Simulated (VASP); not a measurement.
Wanted: the native input for a VASP 6.6.1 run.

| Quantity | Value |
| --- | --- |
| Task | single point |
| Functional | PBEsol |
| Potentials or basis | VASP PAW PBE potentials, release 64 (Sb) |
| Cutoff | 520 eV |
| k mesh | 18 × 18 × 18 |
| Occupations | gaussian, width 0.15 eV |
| Spin | no spin polarisation |
| Dipole correction | no |
| Further INCAR settings | ALGO = Normal; EDIFF = 1e-06; NBANDS = 8 |

The structure of Sb lies in POSCAR:

```
Sb
1.0
    0.0000000000      2.3712425216      2.3712425216
    2.4305235846      0.0000000000      2.3712425216
    2.4305235846      2.3712425216      0.0000000000
Sb
1
Direct
    0.0000000000      0.0000000000      0.0000000000
```

This cell differs from its parent crystal: strain +0.0250 x Voigt [1, 0, 0, 0, 0, 0].

The input as run:

INCAR

```
SYSTEM = Sb
PREC = Accurate
ENCUT = 520
EDIFF = 1E-6
ISMEAR = 0
SIGMA = 0.15
LREAL = .False.
LASPH = .True.
NELM = 60
ALGO = Normal
ISIF = 2
LWAVE = .False.
LCHARG = .False.
GGA = PS
NBANDS = 8
```

KPOINTS

```
Automatic mesh
0
Gamma
  18 18 18
  0 0 0
```

Potentials or basis: VASP PAW PBE potentials, release 64 (Sb).

Command:

```sh
$ cat potpaw_PBE.64/Sb/POTCAR > POTCAR
$ mpirun -np 1 vasp_std > vasp.out
```

Results of the run:

```
Pressure : -2.7 GPa
```

Caveat: the cell differs from its parent crystal (strain +0.0250 x Voigt [1, 0, 0, 0, 0, 0]); the PAW data sets were made with another functional, which shifts forces and pressure a little.

Wall time 66 s on 1 thread of Intel Xeon 6975P-C (shared host), peak memory 0.24 GiB.
